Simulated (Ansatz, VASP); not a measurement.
## Zr3Mn: VASP beside Ansatz

```
Zr Mn
1.0
     4.31412    0.00000    0.00000
     0.00000    4.31412    0.00000
     0.00000    0.00000    4.31412
Zr Mn
3 1
Direct
  0.50000 0.50000 0.00000
  0.50000 0.00000 0.50000
  0.00000 0.50000 0.50000
  0.00000 0.00000 0.00000
```

Alike in both runs: task single point; functional PBE; k mesh 6 × 6 × 6; occupations fermi-dirac, width 0.05 eV; collinear spin.

|  | VASP | Ansatz |
| --- | --- | --- |
| version | VASP 6.6.1 | Ansatz 0.2.0 |
| potentials or method | VASP PAW PBE potentials, release 64 (Zr_sv, Mn_pv) | Ansatz PAW |
| plane-wave cutoff (eV) | 520 | 420 |
| valence electrons in the cell | 49 | 51 |

|  | VASP | Ansatz | Ansatz less VASP |
| --- | --- | --- | --- |
| gap on the k mesh at the Fermi level (eV) | none | none | - |
| pressure (GPa) | 3.6 | 3.6 | -0.03 |
| net moment per atom (μB) | 0.78 | 0.78 | -0.003 |
| size of the moment on the site where the two differ most (μB) | 3.32 | 3.44 | +0.121 |

Site moments also hang on the region over which each program counts them. A gap of «none» marks a metal or a gap that the smearing closes. VASP's potentials hold 49 valence electrons a cell and Ansatz's 51, so a difference there can come from the potentials and not from the codes.
